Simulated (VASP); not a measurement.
Runs of VASP 6.6.1 on Rh. The structure is that of space group Pm-3m (No. 221), or close to it. The cells are those of the table. The cell was generated, and may not be a known phase.

```csv
task,spin,cell,k mesh,cutoff (eV),gap on the mesh (eV),pressure (GPa),moment (μB)
single point,"collinear, ferromagnetic start","a = 3.688 Å, 3 atoms",12 × 12 × 12,520,none,0.0,0.42
single point,off,"a = 3.659 Å, 3 atoms",6 × 6 × 6,520,none,(a),-
single point,off,"a = 3.690 Å, 3 atoms",6 × 6 × 6,520,none,-0.1,-
single point,"collinear, ferromagnetic start","a = 3.690 Å, 3 atoms",6 × 6 × 6,520,none,(b),1.03
relaxation of cell and atoms,off,"relaxed from a = 3.659 Å, 3 atoms",6 × 6 × 6,600,none,-0.1,-
```

Alike in all rows: level PBE; potentials or basis VASP PAW PBE potentials, release 64 (Rh_pv); smearing gaussian 0.1 eV.

Problem. Estimate the missing entries.

Solution. (a) 4.8; (b) 0.2.

Caveats: a moment this small can come from the mesh or the smearing (at least some runs); the cell stands under pressure (at least some runs).

A k mesh can miss the band edges, and the runs leave out spin-orbit coupling on Rh.

A gap of «none» marks levels without a gap at the run's occupations.
